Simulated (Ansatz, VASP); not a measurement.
**ZnO in VASP and in Ansatz**

```
CELL_PARAMETERS angstrom
5.60497 0.00000 0.00000
0.00000 5.60497 0.00000
0.00000 0.00000 3.28242
ATOMIC_POSITIONS crystal
Zn 0.18176 0.18176 0.50000
Zn 0.81824 0.81824 0.50000
Zn 0.68176 0.31824 0.00000
Zn 0.31824 0.68176 0.00000
O 0.81827 0.18173 0.50000
O 0.18173 0.81827 0.50000
O 0.68173 0.68173 0.00000
O 0.31827 0.31827 0.00000
```

Alike in both runs: functional PBE; k mesh 4 × 4 × 4; occupations gaussian, width 0.02 eV; no spin polarisation.

Ansatz relaxed the structure, and its values are those at the end. VASP's run is a single point on that final structure, the one shown.

```csv
,VASP,Ansatz
version,VASP 6.6.1,Ansatz 0.2.0
potentials or method,"VASP PAW PBE potentials, release 64 (Zn, O), cutoff 520 eV","scalar-relativistic, plane waves, PAW"
valence electrons in the cell,72,72
```

|  | VASP | Ansatz | Ansatz less VASP |
| --- | --- | --- | --- |
| gap on the k mesh at the Fermi level (eV) | 0.74 | 0.76 | +0.015 |
| least direct gap on the mesh (eV) | 0.74 | 0.76 | +0.015 |
| pressure (GPa) | 0.9 | 0.0 | -0.88 |
| rms of the force components (eV/Å) | 0.004 | 0.001 | -0.0027 |

The k mesh is coarse, so the values compare programs but aren't converged.
